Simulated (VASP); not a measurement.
A run of VASP 6.6.1:

INCAR

```
  PREC = Accurate
  ENCUT = 520
  EDIFF = 1E-6
  ISMEAR = 0
  SIGMA = 0.02
  LREAL = Auto
  LASPH = T
  NELM = 80
  ALGO = Normal
  ISIF = 2
  LWAVE = F
  LCHARG = F
  GGA = PE
  NBANDS = 116
```

Contents of KPOINTS:

```
Automatic mesh
0
Gamma
  2 2 2
```

POSCAR

```
Si12O23
1.0
   -2.4570000000      4.2556490000      5.4060000000
    4.9140000000      0.0000000000      5.4060000000
    4.9140000000      8.5112980000      0.0000000000
Si O
12 23
Direct
    0.9184956537      0.4036242131      0.0390991938
    0.5664010973      0.0975276855      0.9521700141
   -0.0403354514      0.0068350814      0.2859780639
    0.9361220101      0.4036234579      0.5312621299
    0.6107134201      0.0850930912      0.4317923124
    0.0020265432     -0.0043458181      0.7688204247
    0.4049818436      0.9131272944      0.2889258985
    0.0592073459      0.6031037899      0.2004367980
    0.5051260976      0.4984747163      0.5143901233
    0.4507691222      0.9029017990      0.7713960710
    0.0728924608      0.5873419085      0.7054215787
    0.4938109402      0.5068527668      0.0126953569
    0.0104286685      0.1828295631      0.1322457805
    0.9712748837      0.5774406176      0.0782700844
    0.2966919637      0.5911178773      0.1329782063
    0.4633328643      0.3237422374      0.9703737267
    0.4876262811      0.9401558128      0.1085291226
    0.1606875356      0.9444769113      0.3484958757
    0.0239538427      0.1770065717      0.6176976594
    0.9997751662      0.5661604609      0.5740382740
    0.3145381985      0.5470254345      0.6521117966
    0.5148779781      0.3077398540      0.4607170431
    0.5578695442      0.9226459941      0.5941284199
    0.2091522038      0.9302869379      0.8181450859
    0.5074802310      0.6869396728      0.3684314969
    0.4805346902      0.0712531381      0.3293847808
    0.9463704838      0.8175777219      0.2381490340
    0.0212966076      0.4233807879      0.3524510731
    0.6951602289      0.4507661492      0.5802122152
    0.5462514152      0.6798085182      0.8604647271
    0.4965379280      0.0722062451      0.8203667482
    0.8110114612      0.0596851722      0.9033696019
    0.9711280552      0.8111101986      0.7281080821
    0.0083683236      0.4215741477      0.8606745237
    0.6780588409      0.4315268047      0.0897136455
```

Potentials or basis: VASP PAW PBE potentials, release 64 (Si, O).

Command:

```sh
$ cat potpaw_PBE.64/Si/POTCAR potpaw_PBE.64/O/POTCAR > POTCAR
$ mpirun -np 1 vasp_std > vasp.out
```

Hardware: 1 thread of Intel Xeon 8259CL, with other jobs on the host.

Task: How long does it take, and how much memory?

Result: It took 28 min on 1 thread of Intel Xeon 8259CL, on a shared host, peak memory 0.64 GiB. Counts: scf iterations 16, k points 8.
